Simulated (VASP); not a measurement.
# Fe (Im-3m) in VASP: further runs

Aim: see how the results for Fe move with the level of theory and the settings. Levels: r2SCAN, PBE. Tasks: single point.

All numbers are computed with VASP 6.6.1; they aren't measurements. Logs are shortened: lines on timing, memory, paths and dates and some standing lists are left out, and cuts for length are marked.

## 1. The cell of the first run

It takes space group Im-3m (No. 229, cubic). Conventional cell: a = 2.796 Å, b = 2.796 Å, c = 2.796 Å, α = 90.00°, β = 90.00°, γ = 90.00°. Within 3.2 Å of Fe (site symmetry m-3m) lie 14 Fe at 2.42 to 2.80 Å.

## 2. Single point, r2SCAN

Contents of POSCAR:

```
Fe
1.0
   -1.3979000176      1.3979000176      1.3979000176
    1.3979000176     -1.3979000176      1.3979000176
    1.3979000176      1.3979000176     -1.3979000176
Fe
1
Direct
    0.0000000000      0.0000000000      0.0000000000
```

Contents of INCAR.step1:

```
SYSTEM = Fe
ALGO = Normal ; EDIFF = 1E-4
ENCUT = 520 ; GGA = PE
ISMEAR = -1 ; LASPH = .True.
LCHARG = .False. ; LREAL = .False.
LWAVE = .True. ; NBANDS = 10
NELM = 80 ; PREC = Accurate
SIGMA = 0.1
```

Contents of INCAR.step2:

```
SYSTEM = Fe
ALGO = Normal ; EDIFF = 1E-6
ENCUT = 520 ; ISIF = 2
ISMEAR = -1 ; ISTART = 1
LASPH = .True. ; LCHARG = .False.
LMIXTAU = .True. ; LREAL = .False.
LWAVE = .False. ; METAGGA = R2SCAN
NBANDS = 10 ; NELM = 80
PREC = Accurate ; SIGMA = 0.1
```

Contents of KPOINTS:

```
k-points
0
Gamma
  17 17 17
  0 0 0
```

Potentials or basis: VASP PAW PBE potentials, release 64 (Fe).

Command:

```bash
> cat potpaw_PBE.64/Fe/POTCAR > POTCAR
> cp INCAR.step1 INCAR
> mpirun -np 1 vasp_std > vasp.out
> cp INCAR.step2 INCAR
> mpirun -np 1 vasp_std > vasp.out
```

OUTCAR:

```text
SYSTEM = Fe
   EDIFF = 1E-6
   ENCUT = 520
   ISIF = 2
   ISMEAR = -1
   ISTART = 1
   LASPH = .True.
   LREAL = .False.
   METAGGA = R2SCAN
   NELM = 80
   PREC = Accurate

 ion  position               nearest neighbor table
   1  0.000  0.000  0.000-

  LATTYP: Found a body centered cubic cell.
 ALAT       =     2.7958000352

  Lattice vectors:

 A1 = (  -1.3979000176,   1.3979000176,   1.3979000176)
 A2 = (   1.3979000176,  -1.3979000176,   1.3979000176)
 A3 = (   1.3979000176,   1.3979000176,  -1.3979000176)

Analysis of symmetry for initial positions (statically):
=====================================================================
 Subroutine PRICEL returns:
 Original cell was already a primitive cell.

 Routine SETGRP: Setting up the symmetry group for a
 body centered cubic supercell.

 Subroutine GETGRP returns: Found 48 space group operations
 (whereof 48 operations were pure point group operations)
 out of a pool of 48 trial point group operations.

The static configuration has the point symmetry O_h .

Analysis of symmetry for dynamics (positions and initial velocities):
=====================================================================
 Subroutine PRICEL returns:
 Original cell was already a primitive cell.

 Routine SETGRP: Setting up the symmetry group for a
 body centered cubic supercell.

 Subroutine GETGRP returns: Found 48 space group operations
 (whereof 48 operations were pure point group operations)
 out of a pool of 48 trial point group operations.

The dynamic configuration has the point symmetry O_h .

 Subroutine INISYM returns: Found 48 space group operations
 (whereof 48 operations are pure point group operations),
 and found     1 'primitive' translations

----------------------------------------------------------------------------------------

                                     Primitive cell

  volume of cell :      10.9267

  direct lattice vectors                    reciprocal lattice vectors
    -1.397900018  1.397900018  1.397900018     0.000000000  0.357679372  0.357679372
     1.397900018 -1.397900018  1.397900018     0.357679372  0.000000000  0.357679372
     1.397900018  1.397900018 -1.397900018     0.357679372  0.357679372  0.000000000

  length of vectors
     2.421233854  2.421233854  2.421233854     0.505835018  0.505835018  0.505835018

  position of ions in fractional coordinates (direct lattice)
     0.000000000  0.000000000  0.000000000

  ion indices of the primitive-cell ions
   primitive index   ion index
                 1           1

----------------------------------------------------------------------------------------

 KPOINTS: k-points

Automatic generation of k-mesh.
 Grid dimensions read from file:
 generate k-points for:   17   17   17

 Generating k-lattice:

  Cartesian coordinates                     Fractional coordinates (reciprocal lattice)
     0.000000000  0.021039963  0.021039963     0.058823529  0.000000000  0.000000000
     0.021039963  0.000000000  0.021039963     0.000000000  0.058823529  0.000000000
     0.021039963  0.021039963  0.000000000     0.000000000  0.000000000  0.058823529

  Length of vectors
     0.029755001  0.029755001  0.029755001

  Shift w.r.t. Gamma in fractional coordinates (k-lattice)
     0.000000000  0.000000000  0.000000000

 Subroutine IBZKPT returns following result:
 ===========================================

 Found    165 irreducible k-points:

 Following reciprocal coordinates:
            Coordinates               Weight
  0.000000  0.000000  0.000000      1.000000
  0.058824  0.000000  0.000000     12.000000
  0.117647  0.000000  0.000000     12.000000
  0.176471  0.000000  0.000000     12.000000
  0.235294  0.000000  0.000000     12.000000
  0.294118  0.000000  0.000000     12.000000
[... 16 lines left out ...]
  0.411765  0.117647  0.000000     48.000000
  0.176471  0.176471  0.000000     24.000000
 [... further k-points ...]
   k-points           NKPTS =    165   k-points in BZ     NKDIM =    165   number of bands    NBANDS=     10
   number of dos      NEDOS =    301   number of ions     NIONS =      1
   total plane-waves  NPLWV =   5832
   dimension x,y,z NGX =    18 NGY =   18 NGZ =   18
   dimension x,y,z NGXF=    36 NGYF=   36 NGZF=   36
   ions per type =               1
   NGX,Y,Z   is equivalent  to a cutoff of  12.36, 12.36, 12.36 a.u.
   NGXF,Y,Z  is equivalent  to a cutoff of  24.72, 24.72, 24.72 a.u.
 SYSTEM =  Fe
   PREC   = accura    normal or accurate (medium, high low for compatibility)
   ISTART =      1    job   : 0-new  1-cont  2-samecut
   ICHARG =      0    charge: 1-file 2-atom 10-const
   ISPIN  =      1    spin polarized calculation?
   LNONCOLLINEAR =      F non collinear calculations
   LSORBIT =      F    spin-orbit coupling
   LASPH  =      T    aspherical Exc in radial PAW
   ENCUT  =  520.0 eV  38.22 Ry    6.18 a.u.   4.50  4.50  4.50*2*pi/ulx,y,z
   NELM   =     80;   NELMIN=  2; NELMDL=  0     # of ELM steps
   EDIFF  = 0.1E-05   stopping-criterion for ELM
   LREAL  =      F    real-space projection
   EDIFFG = 0.1E-04   stopping-criterion for IOM
   NSW    =      0    number of steps for IOM
   IBRION =     -1    ionic relax: 0-MD 1-quasi-New 2-CG
   NFREE  =      0    steps in history (QN), initial steepest desc. (CG)
   ISIF   =      2    stress and relaxation
   ISYM   =      2    0-nonsym 1-usesym 2-fastsym
   POTIM  = 0.5000    time-step for ionic-motion
   TEBEG  =    0.0;   TEEND  =   0.0 temperature during run
   PSTRESS=    0.0 pullay stress
   NELECT =       8.0000    total number of electrons
   NUPDOWN=      -1.0000    fix difference up-down
   EMIN   =  10.00;   EMAX   =-10.00  energy-range for DOS
   EFERMI =   0.00;   METHOD = LEGACY
   ISMEAR =    -1;   SIGMA  =   0.10  broadening in eV -4-tet -1-fermi 0-gaus
   EFERMI_NEDOS =   21; number of points for ismear=-14 and -15
   IALGO  =     38    algorithm
   IMIX   =      4    mixing-type and parameters
     AMIX     =   0.40;   BMIX     =  1.00
     AMIX_MAG =   1.60;   BMIX_MAG =  1.00
  volume/ion in A,a.u.               =      10.93        73.74
  Fermi-wavevector in a.u.,A,eV,Ry     =   1.475510  2.788309 29.621634  2.177129
  Thomas-Fermi vector in A             =   2.590150
   LORBIT       =      0    0 simple, 1 ext, 2 COOP (PROOUT), +10 PAW based schemes
   METAGGA = R2SCAN    functional components
   LHFCALC =     F    Hartree Fock is set to
   AEXX    =    0.0000 exact exchange contribution
   IVDW    =     0    specifies the selected vdW correction
   LEPSILON=     F    determine dielectric tensor
   LRPA    =     F    only Hartree local field effects (RPA)
 non-spin polarized calculation
  energy-cutoff  :      520.00
  volume of cell :       10.93
 maximum number of plane-waves:       321
 NGX is ok and might be reduce to    18
   NGX =  9   NGY =  9   NGZ =  9

 number of electron       8.0000005 magnetization

 Free energy of the ion-electron system (eV)
  ---------------------------------------------------
  ext. energy  EPLUGINS =         0.00000000
  ---------------------------------------------------
  free energy    TOTEN  =       -13.30436772 eV

  energy without entropy =      -13.20160362  energy(sigma->0) =      -13.25298567

 E-fermi :   6.1710     XC(G=0): -14.5579

 val. band max:        6.1699649296   @ k =   0.3529   0.1176   0.0588
 cond. band min:       6.1811255905   @ k =  -0.4118  -0.4706   0.2353
 fundamental gap:      0.0111606609
 Fermi energy:         6.1710405038

 k-point     1 :       0.0000    0.0000    0.0000
  band No.  band energies     occupation
      1      -2.9845      2.00000
      2       4.3460      2.00000
      3       4.3460      2.00000
      4       4.3460      2.00000
      5       6.1868      0.92133
      6       6.1868      0.92132
      7      32.6019      0.00000
      8      32.6019      0.00000
      9      32.6019      0.00000
     10      38.1807      0.00000

 k-point     2 :       0.0588    0.0000    0.0000
  band No.  band energies     occupation
      1      -2.8297      2.00000
      2       4.2995      2.00000
      3       4.3405      2.00000
      4       4.4327      2.00000
      5       6.1380      1.16374
      6       6.1905      0.90315
      7      31.6129      0.00000
      8      32.3878      0.00000
      9      32.5024      0.00000
     10      37.7593      0.00000

 k-point     3 :       0.1176    0.0000    0.0000
  band No.  band energies     occupation
      1      -2.3754      2.00000
      2       4.1680      2.00000
      3       4.3118      2.00000
      4       4.6856      2.00000
      5       6.0227      1.63027
      6       6.2026      0.84326
      7      29.4141      0.00000
      8      31.6475      0.00000
      9      32.2566      0.00000
     10      36.9727      0.00000

 k-point     4 :       0.1765    0.0000    0.0000
  band No.  band energies     occupation
      1      -1.6565      2.00000
      2       3.9726      2.00000
      3       4.2386      2.00000
      4       5.0830      1.99996
      5       5.9173      1.85338
      6       6.2257      0.73309
      7      26.7411      0.00000
      8      30.4477      0.00000
      9      31.9618      0.00000
     10      34.9049      0.00000

 k-point     5 :       0.2353    0.0000    0.0000
  band No.  band energies     occupation
      1      -0.7496      2.00000
      2       3.7434      2.00000
      3       4.1502      2.00000
      4       5.5871      1.99419
      5       5.8875      1.88907
      6       6.2612      0.57739
      7      23.9089      0.00000
      8      29.1047      0.00000
      9      31.6864      0.00000
     10      32.9910      0.00000

 k-point     6 :       0.2941    0.0000    0.0000
  band No.  band energies     occupation
      1       0.1845      2.00000
      2       3.5127      2.00000
      3       4.2026      2.00000
      4       5.9361      1.82577
      5       6.1429      1.13988
      6       6.3071      0.40833
      7      21.1031      0.00000
      8      27.8580      0.00000
      9      31.2979      0.00000
     10      31.4607      0.00000
[... 183 lines left out ...]
 k-point    21 :       0.2941    0.1176   -0.0000
  band No.  band energies     occupation
      1       1.2309      2.00000
      2       3.3297      2.00000
      3       4.1104      2.00000
      4       5.9268      1.83996
      5       6.4617      0.10367
      6       7.3557      0.00001
      7      18.7072      0.00000
      8      24.2235      0.00000
      9      28.5162      0.00000
     10      32.9500      0.00000

 k-point    22 :       0.3529    0.1176    0.0000
  band No.  band energies     occupation
      1       1.5156      2.00000
      2       3.1963      2.00000
      3       4.6220      2.00000
      4       6.0322      1.60072
      5       6.5630      0.03893
      6       8.1427      0.00000
      7      16.4160      0.00000
      8      23.6065      0.00000
      9      27.6943      0.00000
     10      32.8511      0.00000

 k-point    23 :       0.4118    0.1176    0.0000
  band No.  band energies     occupation
      1       1.5765      2.00000
      2       3.1277      2.00000
      3       5.0065      1.99998
      4       6.0776      1.43599
      5       6.6745      0.01293
      6       8.8323      0.00000
      7      14.8910      0.00000
      8      23.2836      0.00000
      9      27.2657      0.00000
     10      32.7995      0.00000

 k-point    24 :       0.1765    0.1765    0.0000
  band No.  band energies     occupation
      1       0.5130      2.00000
      2       3.5971      2.00000
      3       3.6985      2.00000
      4       5.7640      1.96643
      5       6.3619      0.25823
      6       6.7025      0.00979
      7      22.5745      0.00000
      8      23.7892      0.00000
      9      29.7378      0.00000
     10      33.4924      0.00000

 [... further k-points ...]
[... 5 lines left out ...]
  --------------------------------------------------------------------------------------
  -------------------------------------------------------------------------------------
  Total       -1.1738458     -1.1738458     -1.1738458      0.0000000      0.0000000     -0.0000000
  in kB     -172.1207768   -172.1207768   -172.1207768      0.0000000      0.0000000     -0.0000000
  external PRESSURE =    -172.1207768 kB  Pullay stress =       0.0000000 kB

 VOLUME and BASIS-vectors are now :
 -----------------------------------------------------------------------------
  energy-cutoff  :      520.00
  volume of cell :       10.93
      direct lattice vectors                 reciprocal lattice vectors
    -1.397900018  1.397900018  1.397900018     0.000000000  0.357679372  0.357679372
     1.397900018 -1.397900018  1.397900018     0.357679372  0.000000000  0.357679372
     1.397900018  1.397900018 -1.397900018     0.357679372  0.357679372  0.000000000

 POSITION                                       TOTAL-FORCE (eV/Angst)
 -----------------------------------------------------------------------------------
      0.00000      0.00000      0.00000         0.000000     -0.000000      0.000000
 -----------------------------------------------------------------------------------
    total drift:                                0.000000     -0.000000      0.000000

  FREE ENERGIE OF THE ION-ELECTRON SYSTEM (eV)
  ---------------------------------------------------
  free  energy   TOTEN  =       -13.3043677182 eV

  energy  without entropy=      -13.2016036161  energy(sigma->0) =      -13.25298567
```

It took 2 min on 1 thread of AMD EPYC 7R13, shared host; peak memory 0.11 GiB.

What came out:

| Property | Result |
| --- | --- |
| Free energy | -13.3044 eV |
| Pressure | -17.2 GPa |
| Band gap on the k mesh | zero (band 4 reaches 7.01 eV, above the bottom of band 5 at 5.08 eV) |

Levels at points of the mesh, in eV from the Fermi level:
```tsv
k point	band 2	band 3	band 4	band 5	band 6	band 7
(0.00, 0.00, 0.00)	-1.83	-1.83	-1.83	0.02	0.02	26.43
```

Caveat: the PAW data sets were made with another functional, which shifts forces and pressure a little; the run has no spin polarisation, though such a crystal can be magnetic.

## 3. Single point, PBE

This run uses another cell than the first one, of 9.88 Å³/atom, 0.904 times its volume.

Contents of INCAR:

```
PREC = Accurate ; ENCUT = 520
EDIFF = 1E-6 ; ISMEAR = -1
SIGMA = 0.06122561905347299 ; LREAL = F
LASPH = T ; NELM = 100
ALGO = Normal ; ISIF = 2
LWAVE = F ; LCHARG = F
GGA = PE ; NBANDS = 10
```

Contents of KPOINTS:

```
Automatic mesh
0
Gamma
  28 28 28
```

Contents of POSCAR:

```
Fe
1.0
   -1.3515774847      1.3515774847      1.3515774847
    1.3515774847     -1.3515774847      1.3515774847
    1.3515774847      1.3515774847     -1.3515774847
Fe
1
Direct
    0.0000000000      0.0000000000      0.0000000000
```

Potentials or basis: VASP PAW PBE potentials, release 64 (Fe).

Command:

```bash
> cat potpaw_PBE.64/Fe/POTCAR > POTCAR
> mpirun -np 1 vasp_std > vasp.out
```

It took 96 s on 1 thread of AMD EPYC 7R13, shared host; peak memory 0.14 GiB.

It converged, with:

```
Free energy            : -7.7520 eV
Pressure               : 17.5 GPa
Band gap on the k mesh : zero (band 4 reaches 8.56 eV, above the bottom of band 5 at 6.24 eV)
```

Levels at points of the mesh, in eV from the Fermi level:
```
           k point  band 2  band 3  band 4  band 5  band 6  band 7
(0.00, 0.00, 0.00)   -1.95   -1.95   -1.95   -0.06   -0.06   26.27
(0.50, 0.00, 0.00)   -3.37   -0.07    0.22    0.51    1.48    9.18
(0.50, 0.50, 0.50)   -5.10    1.13    1.13    1.13   11.07   11.07
```

Caveat: the run has no spin polarisation, though such a crystal can be magnetic. Spin polarisation is off, so any magnetic state and its effect on volume and gap are missing.

## 4. Single point, PBE

This run uses another cell than the first one, of 9.88 Å³/atom, 0.904 times its volume.

Contents of INCAR:

```
SYSTEM = Fe
PREC = Accurate
ENCUT = 520
EDIFF = 1E-6
ISMEAR = -1
SIGMA = 0.06122561905347299
LREAL = .False.
LASPH = .True.
NELM = 80
ALGO = Normal
ISIF = 2
LWAVE = .False.
LCHARG = .False.
GGA = PE
NBANDS = 10
```

Contents of KPOINTS:

```
regular mesh
0
Gamma
  28 28 28
  0 0 0
```

POSCAR is that of step 3.

Command:

```bash
> cat potpaw_PBE.64/Fe/POTCAR > POTCAR
> mpirun -np 1 vasp_std > vasp.out
```

Run time: 94 s. Hardware: 1 thread of AMD EPYC 7R13, shared host; peak memory 0.14 GiB.

Results (log left out):

```
Free energy            : -7.7520 eV
Pressure               : 17.5 GPa
Band gap on the k mesh : zero (band 4 reaches 8.56 eV, above the bottom of band 5 at 6.24 eV)
```

Levels at points of the mesh, in eV from the Fermi level:
```csv
k point,band 1,band 2,band 3,band 4,band 5,band 6,band 7,band 8,band 9
"(0.00, 0.00, 0.00)",-9.26,-1.95,-1.95,-1.95,-0.06,-0.06,26.27,26.27,26.27
"(0.50, 0.00, 0.00)",-5.29,-3.37,-0.07,0.22,0.51,1.48,9.18,19.53,22.77
"(0.50, 0.50, 0.50)",-5.10,-5.10,1.13,1.13,1.13,11.07,11.07,11.07,17.56
```

Caveat: the run has no spin polarisation, though such a crystal can be magnetic.

(Continued in part 2 of 2.)
